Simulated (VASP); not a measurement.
A run of VASP 6.6.1:

File INCAR:

```
PREC     = Accurate       # precision mode
ENCUT    = 520            # plane-wave cutoff, eV
EDIFF    = 1E-6           # SCF threshold, eV
ISMEAR   = -1             # smearing method
SIGMA    = 0.3            # smearing width, eV
LREAL    = False          # projectors in reciprocal space
LASPH    = True           # aspherical terms in the spheres
NELM     = 100            # most SCF steps
ALGO     = Normal         # electronic algorithm
ISIF     = 2              # what is computed and relaxed
LWAVE    = False          # write WAVECAR
LCHARG   = False          # write CHGCAR
NBANDS   = 9              # bands
```

The input KPOINTS:

```
regular mesh
0
Gamma
  12 12 6
```

The input POSCAR:

```
Mg
1.0
    3.1325008903      0.0000000000      0.0000000000
   -1.5662504451      2.7128253484      0.0000000000
    0.0000000000      0.0000000000      5.0848940941
Mg
2
Direct
    0.3333333333      0.6666666667      0.2500000000
    0.6666666667      0.3333333333      0.7500000000
```

Potentials or basis: VASP PAW LDA potentials, release 64 (Mg).

Run with:

```console
$ cat potpaw_LDA.64/Mg/POTCAR > POTCAR
$ mpirun -np 1 vasp_std > vasp.out
```

Hardware: 1 thread of Intel Xeon 8259CL, on a shared host.

How long does it take, and how much memory?

Wall time 21 s on 1 thread of Intel Xeon 8259CL (shared host), peak memory 0.15 GiB. Counts: scf iterations 9, k points 76.
